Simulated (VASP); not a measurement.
Write the native input for VASP 6.6.1 that does the following.

| Property | Result |
| --- | --- |
| Task | single point |
| Functional | PBE |
| Potentials or basis | VASP PAW PBE potentials, release 64 (As) |
| Cutoff | 520 eV |
| k mesh | 10 × 10 × 10 |
| Occupations | fermi-dirac, width 0.1 eV |
| Spin | no spin polarisation |
| Dipole correction | no |
| Further INCAR settings | ALGO = Normal; EDIFF = 1e-06; NBANDS = 12 |

The structure of As lies in POSCAR:

```
As
1.0
    1.9036109523      1.0990502958      3.6081612956
   -1.9036109523      1.0990502958      3.6081612956
    0.0000000000     -2.1981005915      3.6081612956
As
2
Direct
    0.7737100447      0.7737100447      0.7737100447
    0.2262899553      0.2262899553      0.2262899553
```

One way to write it, as run:

INCAR

```
PREC = Accurate ; ENCUT = 520
EDIFF = 1E-6 ; ISMEAR = -1
SIGMA = 0.1 ; LREAL = F
LASPH = T ; NELM = 80
ALGO = Normal ; ISIF = 2
LWAVE = F ; LCHARG = F
GGA = PE ; NBANDS = 12
```

KPOINTS

```
regular mesh
0
Gamma
  10 10 10
```

Potentials or basis: VASP PAW PBE potentials, release 64 (As).

Command:

```console
$ cat potpaw_PBE.64/As/POTCAR > POTCAR
$ mpirun -np 1 vasp_std > vasp.out
```

Results of the run:

| Property | Result |
| --- | --- |
| Pressure | 0.3 GPa |
| Largest force | 0.049 eV/Å |
| Band gap on the k mesh | zero (bands 5 and 6 overlap by 0.40 eV) |

Wall time 28 s on 1 thread of Intel(R) Xeon(R) Platinum 8259CL CPU @ 2.50GHz (Skylake/Cascade Lake), on a shared host, peak memory 0.2 GiB.
